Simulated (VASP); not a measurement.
# Ta: single point with PBEsol

Crystal: Ta.

```
Ta
1.0
     0.00000    2.03095    2.03095
     2.03095    0.00000    2.03095
     2.03095    2.03095    0.00000
Ta
1
Direct
  0.00000 0.00000 0.00000
```

This isn't the form of Ta at room conditions, which is bcc.

```
Program                : VASP 6.6.1
Task                   : single point
Functional             : PBEsol
Potentials or basis    : VASP PAW PBE potentials, release 64 (Ta_pv)
Cutoff                 : 520 eV
k mesh                 : 21 × 21 × 21
Occupations            : fermi-dirac, width 0.1 eV
Spin                   : no spin polarisation
Dipole correction      : no
Further INCAR settings : ALGO = Normal; EDIFF = 1e-06; NBANDS = 12
```

```
Pressure               : 20.0 GPa
Band gap on the k mesh : zero (an odd number of electrons rules out a gap without spin polarisation)
```

Levels at points of the mesh, in eV from the Fermi level:
| k point | band 2 | band 3 | band 4 | band 5 | band 6 | band 7 | band 8 | band 9 |
| --- | --- | --- | --- | --- | --- | --- | --- | --- |
| (0.00, 0.00, 0.00) | -33.17 | -33.17 | -8.63 | 0.36 | 0.36 | 0.36 | 3.85 | 3.85 |

Wall time 72 s on 1 thread of Intel Xeon 8259CL, with other jobs on the host, peak memory 0.18 GiB.

Caveat: the cell stands under pressure; the PAW data sets were made with another functional, which shifts forces and pressure a little; spin-orbit coupling is left out, which moves the levels of the heavy elements.
